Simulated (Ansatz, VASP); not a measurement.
# One calculation of AlB2P3, two programs

Contents of INCAR:

```
PREC     = Accurate       # precision mode
ENCUT    = 520            # plane-wave cutoff, eV
EDIFF    = 1E-6           # SCF threshold, eV
ISMEAR   = 0              # smearing method
SIGMA    = 0.1            # smearing width, eV
LREAL    = False          # projectors in reciprocal space
LASPH    = True           # aspherical terms in the spheres
NELM     = 80             # most SCF steps
ALGO     = Normal         # electronic algorithm
ISIF     = 2              # what is computed and relaxed
LWAVE    = False          # write WAVECAR
LCHARG   = True           # write CHGCAR
GGA      = PE             # functional
LELF     = True           # ELF
LVHAR    = True         
NBANDS   = 21             # bands
```

Contents of KPOINTS:

```
Automatic mesh
0
Gamma
  4 4 4
```

POSCAR

```
AlB2P3
1.0
    4.5154388200      0.0000000000      0.0000000000
    0.0000000000      4.5154388200      0.0000000000
    0.0000000000      0.0000000000      4.9970564200
Al B P
1 2 3
Direct
    0.5000000000      0.5000000000      0.0000000000
    0.0000000000      0.5000000000      0.0000000000
    0.5000000000      0.0000000000      0.0000000000
    0.0000000000      0.5000000000      0.5000000000
    0.5000000000      0.0000000000      0.5000000000
    0.5000000000      0.5000000000      0.5000000000
```

Input for Ansatz:

```yaml
crystal:
  lattice:
    - [4.51543882, 0.0, 0.0]
    - [0.0, 4.51543882, 0.0]
    - [0.0, 0.0, 4.99705642]
  atoms:
    - { symbol: Al, position: [0.5, 0.5, 0.0] }
    - { symbol: B, position: [0.0, 0.5, 0.0] }
    - { symbol: B, position: [0.5, 0.0, 0.0] }
    - { symbol: P, position: [0.0, 0.5, 0.5] }
    - { symbol: P, position: [0.5, 0.0, 0.5] }
    - { symbol: P, position: [0.5, 0.5, 0.5] }
basis:
  ecutwfc: 420
kpoints:
  mp_grid: { grid: [4, 4, 4] }
hamiltonian:
  xc: pbe
scf:
  occupations: { method: gaussian, width: 0.1 }
  lower_state_search: "off"
output:
  forces: true
  stress: true
  eigenvalues: true
```

Alike in both runs: task single point; functional PBE; k mesh 4 × 4 × 4; occupations gaussian, width 0.1 eV; no spin polarisation.

```csv
,VASP,Ansatz
version,VASP 6.6.1,Ansatz 0.2.0
potentials or method,"VASP PAW PBE potentials, release 64 (Al, B, P), cutoff 520 eV","scalar-relativistic, plane waves, PAW"
valence electrons in the cell,24,24
```

```csv
,VASP,Ansatz,Ansatz less VASP
gap on the k mesh at the Fermi level (eV),none,none,-
pressure (GPa),-5.8,-5.7,+0.13
"traceless stress, the component that is largest in VASP (GPa)",-6.40,-6.44,-0.046
```

A gap of «none» marks a metal or a gap that the smearing closes.
